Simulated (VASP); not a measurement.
# HfV2N3 (P4mm) in VASP: relaxation of cell and atoms with PBE

Aim: the relaxation of cell and atoms of HfV2N3 with PBE.

Program: VASP 6.6.1. These are calculated values, not measurements. Logs are shortened: lines on timing, memory, paths and dates and some standing lists are left out, and cuts for length are marked.

## 1. The cell of the first run

The structure is tetragonal, space group P4mm (No. 99). Conventional cell: a = 4.129 Å, b = 4.129 Å, c = 4.396 Å, α = 90.00°, β = 90.00°, γ = 90.00°. Within 2.9 Å of Hf (site symmetry 4mm) lie 4 N at 2.16 Å and 4 V at 2.87 Å. V (site symmetry 2mm) has 3 N at 1.75 to 2.18 Å within 2.3 Å. N (site symmetry 2mm) has 1 V at 1.75 Å and 2 Hf at 2.16 Å and 2 N at 2.32 Å within 2.4 Å. Within 2.9 Å of N (site symmetry 4mm) lie 4 V at 2.18 Å and 4 N at 2.32 Å.

The cell was generated, and may not be a known phase.

## 2. Relaxation of cell and atoms, PBE, collinear spin, antiferromagnetic start

The input, INCAR:

```
PREC     = Accurate       # precision mode
ENCUT    = 600            # plane-wave cutoff, eV
EDIFF    = 1E-7           # SCF threshold, eV
ISMEAR   = 0              # smearing method
SIGMA    = 0.1            # smearing width, eV
LREAL    = F              # projectors in reciprocal space
LASPH    = T              # aspherical terms in the spheres
NELM     = 150            # most SCF steps
ALGO     = Normal         # electronic algorithm
ISIF     = 3              # what is computed and relaxed
LWAVE    = F              # write WAVECAR
LCHARG   = F              # write CHGCAR
ISPIN    = 2              # spin polarisation
MAGMOM   = 0 2 -2 0 0 0   # initial moments
LORBIT   = 11             # projections on sites
LMAXMIX  = 4              # l up to which the mixer works
GGA      = PE             # functional
IBRION   = 2              # ionic algorithm
NSW      = 90             # ionic steps
EDIFFG   = -0.04          # ionic threshold
```

The input, KPOINTS:

```
Automatic mesh
0
Gamma
  4 4 4
```

The input, POSCAR:

```
HfV2N3
1.0
    4.1293016533      0.0000000000      0.0000000000
    0.0000000000      4.1293024132      0.0000000000
    0.0000000000      0.0000000000      4.3959642984
Hf V N
1 2 3
Direct
    0.0000000000      0.0000000000      0.9378688129
    0.5000000000      0.0000000000      0.4831061600
    0.0000000000      0.5000000000      0.4831062329
    0.5000000000      0.0000000000      0.0846908149
    0.0000000000      0.5000000000      0.0846907331
    0.5000000000      0.5000000000      0.3249747162
```

Potentials or basis: VASP PAW PBE potentials, release 64 (Hf_pv, V_sv, N).

The run is started by

```
$ cat potpaw_PBE.64/Hf_pv/POTCAR potpaw_PBE.64/V_sv/POTCAR potpaw_PBE.64/N/POTCAR > POTCAR
$ mpirun -np 1 vasp_std > vasp.out
```

OUTCAR:

```text
PREC = Accurate
   ENCUT = 600
   EDIFF = 1E-7
   ISMEAR = 0
   LREAL = F
   LASPH = T
   NELM = 150
   ISIF = 3
   ISPIN = 2
   LORBIT = 11
   GGA = PE
   IBRION = 2
   NSW = 90
   EDIFFG = -0.04

 ion  position               nearest neighbor table
   1  0.000  0.000  0.938-   4 2.16   4 2.16   5 2.16   5 2.16   2 2.87   2 2.87   3 2.87   3 2.87
                             2 3.16   2 3.16   3 3.16   3 3.16
   2  0.500  0.000  0.483-   4 1.75   6 2.18   6 2.18   1 2.87   1 2.87   3 2.92   3 2.92   3 2.92
                             3 2.92   1 3.16   1 3.16
   3  0.000  0.500  0.483-   5 1.75   6 2.18   6 2.18   1 2.87   1 2.87   2 2.92   2 2.92   2 2.92
                             2 2.92   1 3.16   1 3.16
   4  0.500  0.000  0.085-   2 1.75   1 2.16   1 2.16
   5  0.000  0.500  0.085-   3 1.75   1 2.16   1 2.16
   6  0.500  0.500  0.325-   3 2.18   3 2.18   2 2.18   2 2.18

  LATTYP: Found a simple tetragonal cell.
 ALAT       =     4.1293016533
 C/A-ratio  =     1.0645781460

  Lattice vectors:

 A1 = (   4.1293016533,   0.0000000000,   0.0000000000)
 A2 = (   0.0000000000,   4.1293024132,   0.0000000000)
 A3 = (   0.0000000000,   0.0000000000,   4.3959642984)

Analysis of symmetry for initial positions (statically):
=====================================================================
 Subroutine PRICEL returns:
 Original cell was already a primitive cell.

 Routine SETGRP: Setting up the symmetry group for a
 simple tetragonal supercell.

 Subroutine GETGRP returns: Found  8 space group operations
 (whereof  8 operations were pure point group operations)
 out of a pool of 16 trial point group operations.

The static configuration has the point symmetry C_4v.

Analysis of symmetry for dynamics (positions and initial velocities):
=====================================================================
 Subroutine PRICEL returns:
 Original cell was already a primitive cell.

 Routine SETGRP: Setting up the symmetry group for a
 simple tetragonal supercell.

 Subroutine GETGRP returns: Found  8 space group operations
 (whereof  8 operations were pure point group operations)
 out of a pool of 16 trial point group operations.

The dynamic configuration has the point symmetry C_4v.

Analysis of structural, dynamic, and magnetic symmetry:
=====================================================================
 Subroutine PRICEL returns:
 Original cell was already a primitive cell.

 Routine SETGRP: Setting up the symmetry group for a
 simple tetragonal supercell.

 Subroutine GETGRP returns: Found  8 space group operations
 (whereof  8 operations were pure point group operations)
 out of a pool of 16 trial point group operations.

The overall configuration has the point symmetry C_4v.

 Subroutine INISYM returns: Found  8 space group operations
 (whereof  8 operations are pure point group operations),
 and found     1 'primitive' translations

----------------------------------------------------------------------------------------

                                     Primitive cell

  volume of cell :      74.9562

  direct lattice vectors                    reciprocal lattice vectors
     4.129301653  0.000000000  0.000000000     0.242171700  0.000000000  0.000000000
     0.000000000  4.129302413  0.000000000     0.000000000  0.242171655  0.000000000
     0.000000000  0.000000000  4.395964298     0.000000000  0.000000000  0.227481374

  length of vectors
     4.129301653  4.129302413  4.395964298     0.242171700  0.242171655  0.227481374

  position of ions in fractional coordinates (direct lattice)
     0.000000000  0.000000000  0.937868813
     0.500000000  0.000000000  0.483106160
     0.000000000  0.500000000  0.483106233
     0.500000000  0.000000000  0.084690815
     0.000000000  0.500000000  0.084690733
     0.500000000  0.500000000  0.324974716

  ion indices of the primitive-cell ions
   primitive index   ion index
                 1           1
                 2           2
                 3           3
                 4           4
                 5           5
                 6           6

----------------------------------------------------------------------------------------

[... 30 lines left out ...]
  0.500000  0.250000  0.000000      4.000000
  0.500000  0.500000  0.000000      1.000000
[... 10 lines left out ...]
  0.500000  0.250000  0.500000      4.000000
  0.500000  0.500000  0.500000      1.000000
   k-points           NKPTS =     18   k-points in BZ     NKDIM =     18   number of bands    NBANDS=     30
   number of dos      NEDOS =    301   number of ions     NIONS =      6
   total plane-waves  NPLWV =  46656
   dimension x,y,z NGX =    36 NGY =   36 NGZ =   36
   dimension x,y,z NGXF=    72 NGYF=   72 NGZF=   72
   ions per type =               1   2   3
   NGX,Y,Z   is equivalent  to a cutoff of  14.49, 14.49, 13.61 a.u.
   NGXF,Y,Z  is equivalent  to a cutoff of  28.99, 28.99, 27.23 a.u.
 SYSTEM =  unknown system
   PREC   = accura    normal or accurate (medium, high low for compatibility)
   ISTART =      0    job   : 0-new  1-cont  2-samecut
   ICHARG =      2    charge: 1-file 2-atom 10-const
   ISPIN  =      2    spin polarized calculation?
   LNONCOLLINEAR =      F non collinear calculations
   LSORBIT =      F    spin-orbit coupling
   LASPH  =      T    aspherical Exc in radial PAW
   ENCUT  =  600.0 eV  44.10 Ry    6.64 a.u.   8.25  8.25  8.78*2*pi/ulx,y,z
   NELM   =    150;   NELMIN=  2; NELMDL= -5     # of ELM steps
   EDIFF  = 0.1E-06   stopping-criterion for ELM
   LREAL  =      F    real-space projection
   EDIFFG = -.4E-01   stopping-criterion for IOM
   NSW    =     90    number of steps for IOM
   IBRION =      2    ionic relax: 0-MD 1-quasi-New 2-CG
   NFREE  =      1    steps in history (QN), initial steepest desc. (CG)
   ISIF   =      3    stress and relaxation
   ISYM   =      2    0-nonsym 1-usesym 2-fastsym
   POTIM  = 0.5000    time-step for ionic-motion
   TEBEG  =    0.0;   TEEND  =   0.0 temperature during run
   PSTRESS=    0.0 pullay stress
   NELECT =      51.0000    total number of electrons
   NUPDOWN=      -1.0000    fix difference up-down
   EMIN   =  10.00;   EMAX   =-10.00  energy-range for DOS
   EFERMI =   0.00;   METHOD = LEGACY
   ISMEAR =     0;   SIGMA  =   0.10  broadening in eV -4-tet -1-fermi 0-gaus
   EFERMI_NEDOS =   21; number of points for ismear=-14 and -15
   IALGO  =     38    algorithm
   IMIX   =      4    mixing-type and parameters
     AMIX     =   0.40;   BMIX     =  1.00
     AMIX_MAG =   1.60;   BMIX_MAG =  1.00
  volume/ion in A,a.u.               =      12.49        84.30
  Fermi-wavevector in a.u.,A,eV,Ry     =   1.439889  2.720996 28.208699  2.073281
  Thomas-Fermi vector in A             =   2.558694
   LORBIT       =     11    0 simple, 1 ext, 2 COOP (PROOUT), +10 PAW based schemes
   GGA     = PE    functional components
   LHFCALC =     F    Hartree Fock is set to
   AEXX    =    0.0000 exact exchange contribution
   IVDW    =     0    specifies the selected vdW correction
   LEPSILON=     F    determine dielectric tensor
   LRPA    =     F    only Hartree local field effects (RPA)
 conjugate gradient relaxation of ions
 spin polarized calculation
 Gauss-broadening in eV      SIGMA  =   0.10
  energy-cutoff  :      600.00
  volume of cell :       74.96
 maximum number of plane-waves:      2530
 NGX is ok and might be reduce to    36
   NGX = 17   NGY = 17   NGZ = 17

--------------------------------------- Ionic step        1  -------------------------------------------

 number of electron      51.0000010 magnetization      -0.0000000

 number of electron      51.0000010 magnetization       0.0000000

 Free energy of the ion-electron system (eV)
  ---------------------------------------------------
  ext. energy  EPLUGINS =         0.00000000
  ---------------------------------------------------
  free energy    TOTEN  =       -52.24595708 eV

  energy without entropy =      -52.21294600  energy(sigma->0) =      -52.22945154

------------------------ aborting loop because EDIFF is reached ----------------------------------------

  FORCE on cell =-STRESS in cart. coord.  units (eV):
  Direction    XX          YY          ZZ          XY          YZ          ZX
  --------------------------------------------------------------------------------------
  -------------------------------------------------------------------------------------
  Total        1.0849416      1.0849420     -2.9493043      0.0000000      0.0000000      0.0000000
  in kB       23.1904658     23.1904743    -63.0409434      0.0000000      0.0000000      0.0000000
  external PRESSURE =      -5.5533344 kB  Pullay stress =       0.0000000 kB
[... 103 lines left out ...]
  FREE ENERGIE OF THE ION-ELECTRON SYSTEM (eV)
  ---------------------------------------------------
  free  energy   TOTEN  =       -55.5573085099 eV

  energy  without entropy=      -55.5379773392  energy(sigma->0) =      -55.54764292

[... ionic steps 4 to 18 ...]

--------------------------------------- Ionic step       19  -------------------------------------------

 number of electron      50.9999987 magnetization       0.0000000

 number of electron      50.9999987 magnetization      -0.0000000
[... 81 lines left out ...]
 number of electron      50.9999987 magnetization       0.0000000

 number of electron      50.9999987 magnetization      -0.0000000

 Free energy of the ion-electron system (eV)
  ---------------------------------------------------
  ext. energy  EPLUGINS =         0.00000000
  ---------------------------------------------------
  free energy    TOTEN  =       -56.18294166 eV

  energy without entropy =      -56.16009661  energy(sigma->0) =      -56.17151914

 E-fermi :   6.3717     XC(G=0): -12.0773

 val. band max:        6.3473045467   @ k =   0.2500   0.2500   0.2500
 cond. band min:       6.3963372665   @ k =   0.5000   0.5000   0.0000
 fundamental gap:      0.0490327198
 Fermi energy:         6.3717330976

 spin component 1

 k-point     1 :       0.0000    0.0000    0.0000
  band No.  band energies     occupation
      1     -57.9852      1.00000
      2     -57.9563      1.00000
      3     -32.0120      1.00000
      4     -31.9754      1.00000
      5     -31.8304      1.00000
      6     -31.8304      1.00000
[... 583 lines left out ...]
     29       8.6630      0.00000
     30       8.6630      0.00000
 Fermi energy:         6.3717330976

 spin component 2

 k-point     1 :       0.0000    0.0000    0.0000
  band No.  band energies     occupation
      1     -57.9852      1.00000
      2     -57.9563      1.00000
      3     -32.0120      1.00000
      4     -31.9754      1.00000
      5     -31.8304      1.00000
      6     -31.8304      1.00000
[... 616 lines left out ...]
  FREE ENERGIE OF THE ION-ELECTRON SYSTEM (eV)
  ---------------------------------------------------
  free  energy   TOTEN  =       -56.1829416615 eV

  energy  without entropy=      -56.1600966096  energy(sigma->0) =      -56.17151914

 reached required accuracy - stopping structural energy minimisation

 total charge

# of ion       s       p       d       tot
------------------------------------------
    1        0.359   6.689   1.722   8.770
    2        2.279   6.289   3.012  11.581
    3        2.279   6.289   3.012  11.581
    4        1.277   2.463   0.000   3.740
    5        1.277   2.463   0.000   3.740
    6        1.274   2.274   0.000   3.548
--------------------------------------------------
tot          8.745  26.467   7.747  42.959

 magnetization (x)

# of ion       s       p       d       tot
------------------------------------------
    1        0.000   0.000   0.000   0.000
    2       -0.000  -0.000  -0.000  -0.000
    3        0.000   0.000   0.000   0.000
    4       -0.000  -0.000   0.000  -0.000
    5        0.000   0.000   0.000   0.000
    6        0.000   0.000   0.000   0.000
--------------------------------------------------
tot          0.000   0.000   0.000   0.000
```

Wall time 45 min (1 thread of Intel Xeon 8259CL, shared host); peak memory 0.31 GiB.

What came out:

```yaml
Free_energy: -56.1829 eV
Relaxed_volume: 11.69 Å³/atom
Relaxed_cell: a = 4.254 Å, b = 4.254 Å, c = 3.875 Å, α = 90.00°, β = 90.00°, γ = 90.00°
Space_group_after_relaxing_to_0.1_Å: P4/mmm (No. 123)
Energy_gained_by_relaxing: 656.2 meV/atom
Ionic_steps: 21
Pressure_after_relaxing: 0.3 GPa
Largest_force_after_relaxing: 0.036 eV/Å
Net_moment: 0.00 μB per cell
Valence_electrons_inside_the_program's_atomic_spheres: Hf 8.77; V 11.58; N 3.74, 3.55 (each value once)
```

Forces in eV/Å, atoms in the order of the input:
```
Hf   0.000  0.000  0.019
V    0.000  0.000  0.036
V    0.000  0.000  0.036
N    0.000  0.000 -0.030
N    0.000  0.000 -0.030
N    0.000  0.000 -0.033
```

Step by step:
| step | energy change (eV) | largest force (eV/Å) | pressure (GPa) | volume (Å³) |
| --- | --- | --- | --- | --- |
| 1 | 0.0000 | 5.5037 | -0.56 | 74.96 |
| 2 | -2.0402 | 4.8689 | -2.91 | 74.46 |
| 3 | -3.3114 | 2.5781 | -6.03 | 72.66 |
| 4 | -3.7873 | 0.4743 | -6.29 | 73.29 |
| 5 | -3.7892 | 0.4317 | -6.23 | 73.35 |
| 6 | -3.6047 | 1.4685 | 17.31 | 66.48 |
| 7 | -3.8422 | 0.4960 | 0.33 | 71.05 |
| 8 | -3.8679 | 0.2017 | 0.65 | 70.43 |
| 9 | -3.8679 | 0.2101 | 0.66 | 70.43 |
| 10 | -3.8776 | 0.4187 | -0.63 | 70.80 |
| 11 | -3.8776 | 0.4190 | -0.64 | 70.80 |
| 12 | -3.8893 | 0.3960 | -0.32 | 70.64 |
| 13 | -3.9095 | 0.2466 | 0.96 | 70.16 |
| 14 | -3.9097 | 0.3070 | 0.64 | 70.27 |
| 15 | -3.9184 | 0.2449 | 0.37 | 70.28 |
| 16 | -3.9292 | 0.2404 | -0.15 | 70.31 |
| 17 | -3.9293 | 0.2441 | -0.18 | 70.32 |
| 18 | -3.9332 | 0.2095 | -0.15 | 70.27 |
| 19 | -3.9356 | 0.1546 | -0.05 | 70.20 |
| 20 | -3.9362 | 0.1241 | 0.03 | 70.19 |
| 21 | -3.9370 | 0.0364 | 0.26 | 70.13 |

Final structure:
```
Hf V N
1.0
     4.25414    0.00000    0.00000
     0.00000    4.25414    0.00000
     0.00000    0.00000    3.87508
Hf V N
1 2 3
Direct
  0.00000 0.00000 0.97743
  0.50000 0.00000 0.47668
  0.00000 0.50000 0.47668
  0.50000 0.00000 0.98890
  0.00000 0.50000 0.98890
  0.50000 0.50000 0.48984
```

Levels at points of the mesh, in eV from the Fermi level:
Spin up:
```tsv
k point	band 21	band 22	band 23	band 24	band 25	band 26	band 27	band 28	band 29	band 30
(0.00, 0.00, 0.00)	-1.53	-1.42	-0.97	-0.97	-0.15	-0.15	0.22	0.82	0.82	1.31
(0.50, 0.00, 0.00)	-1.92	-1.60	-1.10	-1.01	-0.90	0.20	0.33	0.41	0.62	1.77
(0.50, 0.50, 0.00)	-2.82	-2.58	-1.45	-0.51	-0.23	-0.23	0.02	0.81	1.14	2.24
(0.00, 0.00, 0.50)	-2.21	-1.98	-1.98	-1.18	-0.98	1.38	1.59	1.59	2.22	2.46
(0.50, 0.00, 0.50)	-2.84	-2.75	-1.06	-0.87	-0.52	0.60	1.16	1.87	2.49	2.52
(0.50, 0.50, 0.50)	-4.22	-1.41	-0.88	-0.88	0.32	0.63	0.89	2.28	2.29	2.29
```
Spin down:
| k point | band 23 | band 24 | band 25 | band 26 | band 27 | band 28 |
| --- | --- | --- | --- | --- | --- | --- |
| (0.00, 0.00, 0.00) | -0.97 | -0.97 | -0.15 | -0.15 | 0.22 | 0.82 |
| (0.50, 0.00, 0.00) | -1.10 | -1.01 | -0.90 | 0.20 | 0.33 | 0.41 |
| (0.50, 0.50, 0.00) | -1.45 | -0.51 | -0.23 | -0.23 | 0.02 | 0.81 |
| (0.00, 0.00, 0.50) | -1.98 | -1.18 | -0.98 | 1.38 | 1.59 | 1.59 |
| (0.50, 0.00, 0.50) | -1.06 | -0.87 | -0.52 | 0.60 | 1.16 | 1.87 |
| (0.50, 0.50, 0.50) | -0.88 | -0.88 | 0.32 | 0.63 | 0.89 | 2.28 |

Caveat: the k points lie up to 0.41 Å⁻¹ apart in the final cell; the moments typed at the start vanished in this run; spin-orbit coupling is left out, which moves the levels of the heavy elements.
